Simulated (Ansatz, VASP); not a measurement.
# SbO6: VASP beside Ansatz

```
Sb O
1.0
    -3.05210    3.05210    3.02271
     3.05210   -3.05210    3.02271
     3.05210    3.05210   -3.02271
Sb O
1 6
Direct
  0.00000 0.00000 0.00000
  0.00000 0.70852 0.70852
  0.00000 0.29148 0.29148
  0.71165 0.71165 0.00000
  0.28835 0.28835 0.00000
  0.70852 0.00000 0.70852
  0.29148 0.00000 0.29148
```

Change from the starting cell: species swapped into the TcF6 type (I4/mmm, No. 139).

Alike in both runs: task single point; functional PBE; k mesh 4 × 4 × 4; occupations gaussian, width 0.1 eV; no spin polarisation.

|  | VASP | Ansatz |
| --- | --- | --- |
| version | VASP 6.6.1 | Ansatz 0.2.0 |
| potentials or method | VASP PAW PBE potentials, release 64 (Sb_d_GW, O), cutoff 700 eV | scalar-relativistic, plane waves, PAW |
| valence electrons in the cell | 51 | 51 |

```csv
,VASP,Ansatz,Ansatz less VASP
gap on the k mesh at the Fermi level (eV),none,none,-
rms of the force components (eV/Å),3.610,3.529,-0.0811
```

Atom by atom the forces differ by 0.081 eV/Å (rms over components). A gap of «none» marks a metal or a gap that the smearing closes.

The k mesh is coarse, so the values compare programs but aren't converged. Spin-orbit coupling is off throughout.
